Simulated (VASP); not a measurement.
# NiO: single point with r2SCAN

NiO:

```xyz
2
Lattice="0.0000 2.0942 2.0942 2.0942 0.0000 2.0942 2.0942 2.0942 0.0000" Properties=species:S:1:pos:R:3 pbc="T T T"
Ni    0.0000    0.0000    0.0000
O     2.0942    2.0942    2.0942
```

- Program: VASP 6.6.1
- Task: single point
- Functional: r2SCAN
- Potentials or basis: VASP PAW PBE potentials, release 64 (Ni_sv_GW, O)
- Cutoff: 660 eV
- k mesh: 12 × 12 × 12
- Occupations: gaussian, width 0.02 eV
- Spin: collinear spin, ferromagnetic start
- Starting moments: [1.84, 0.31] μB

- Pressure: -1.8 GPa
- Band gap on the k mesh: 0.85 eV (least direct gap 1.86 eV)
- Net moment: 2.00 μB per cell
- Site moments: Ni +1.70; O +0.27 μB
- Valence electrons inside the program's atomic spheres: Ni 16.10; O 5.05

Levels at points of the mesh, in eV from the valence-band top:
Spin up:
```csv
k point,band 11,band 12,band 13,band 14,band 15,band 16
"(0.00, 0.00, 0.00)",-2.78,-2.78,-2.78,2.10,18.70,19.56
"(0.50, 0.00, 0.00)",-1.79,0.00,0.00,6.27,10.82,14.77
"(0.50, 0.50, 0.00)",-3.11,-2.13,-2.13,6.71,11.54,12.72
```
Spin down:
```csv
k point,band 7,band 8,band 9,band 10,band 11,band 12,band 13,band 14,band 15,band 16
"(0.00, 0.00, 0.00)",-2.16,-2.16,-2.13,-2.13,-2.13,0.85,0.86,2.67,18.79,19.90
"(0.50, 0.00, 0.00)",-4.36,-4.36,-1.21,-1.21,-0.85,3.58,3.59,6.62,11.66,15.19
"(0.50, 0.50, 0.00)",-3.55,-3.55,-3.04,-1.16,-1.16,1.32,1.86,7.35,12.19,13.10
```

Wall time 9.8 min on 1 thread of AMD EPYC 7R43 64-Core Processor (Zen 3), on a shared host, peak memory 0.23 GiB.

Caveat: the PAW data sets were made with another functional, which shifts forces and pressure a little; a cell with one magnetic atom can't hold antiferromagnetic order, which such compounds often take. A k mesh can miss the band edges.
